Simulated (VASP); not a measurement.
Runs of VASP 6.6.1 on W2C. The structure is that of space group P-3m1 (No. 164), or close to it. The cells are those of the table. 

| level | potentials or basis | spin | U | fixed moment (μB) | cell | k mesh | smearing | gap on the mesh (eV) | pressure (GPa) | moment (μB) | largest force (eV/Å) |
| --- | --- | --- | --- | --- | --- | --- | --- | --- | --- | --- | --- |
| PBE | VASP PAW PBE potentials, release 64 (W_sv, C) | off | - | - | a = 3.070, b = 3.070, c = 4.678 Å, angles 90.0, 90.0, 120.0°, 3 atoms | 1 × 2 × 2, shifted | gaussian 0.1 eV | 0.29 | 0.4 | - | 5.11 |
| PBE | VASP PAW PBE potentials, release 64 (W_sv, C) | off | - | - | a = 3.070, b = 3.070, c = 4.678 Å, angles 90.0, 90.0, 120.0°, 3 atoms | 3 × 3 × 2 | tetrahedron | none | 3.0 | - | 0.40 |
| PBE | VASP PAW PBE potentials, release 64 (W_sv, C) | collinear, antiferromagnetic start | - | - | a = 3.070, b = 3.070, c = 4.678 Å, angles 90.0, 90.0, 120.0°, 3 atoms | 6 × 6 × 4 | gaussian 0.1 eV | none | -1.2 | 0.00 | (a) |
| PBE | VASP PAW PBE potentials, release 64 (W_sv, C) | collinear, ferromagnetic start | - | 1.0 | a = 3.070, b = 3.070, c = 4.678 Å, angles 90.0, 90.0, 120.0°, 3 atoms | 6 × 6 × 4 | gaussian 0.1 eV | - | 0.9 | 1.00 | 0.51 |
| PBE | VASP PAW PBE potentials, release 64 (W_sv, C) | off | - | - | a = 3.070, b = 3.070, c = 4.678 Å, angles 90.0, 90.0, 120.0°, 3 atoms | 3 × 7 × 2 | gaussian 0.1 eV | none | (c) | - | 0.54 |
| PBE | VASP PAW PBE potentials, release 64 (W_sv, C) | off | - | - | a = 3.070, b = 3.070, c = 4.678 Å, angles 90.0, 90.0, 120.0°, 3 atoms | 3 × 3 × 1, shifted | gaussian 0.1 eV | none | -4.2 | - | (b) |
| PBE+U | VASP PAW PBE potentials, release 64 (W_sv, C) | off | W d U = 7.0 eV | - | a = 3.070, b = 3.070, c = 4.678 Å, angles 90.0, 90.0, 120.0°, 3 atoms | 6 × 6 × 2 | gaussian 0.1 eV | none | 13.3 | - | 0.84 |
| LDA | VASP PAW LDA potentials, release 64 (W_sv, C) | off | - | - | a = 3.154, b = 3.154, c = 4.432 Å, angles 90.0, 90.0, 120.0°, 3 atoms | 3 × 3 × 2 | methfessel-paxton 0.015 eV | none | -8.0 | - | 0.09 |

Alike in all rows: task single point; cutoff (eV) 600.

**Question.** Fill in the values left out.

**Answer.** (a) 0.12; (b) 0.90; (c) -0.6.

Caveats: all runs use coarse meshes; spin-orbit coupling is left out, which moves the levels of the heavy elements; forces of over 1 eV/Å act on the atoms, so gaps and moduli don't describe the material at rest (some runs); tetrahedron occupations give inexact forces and stress in metals (some runs); the total moment is fixed, so each spin has its own Fermi level (some runs); U without spin polarisation on a metal has little footing (some runs); the U is typed as a test and isn't derived for this compound (some runs).

A k mesh can miss the band edges, and the runs leave out spin-orbit coupling on W.

A gap of «none» marks levels without a gap at the run's occupations.
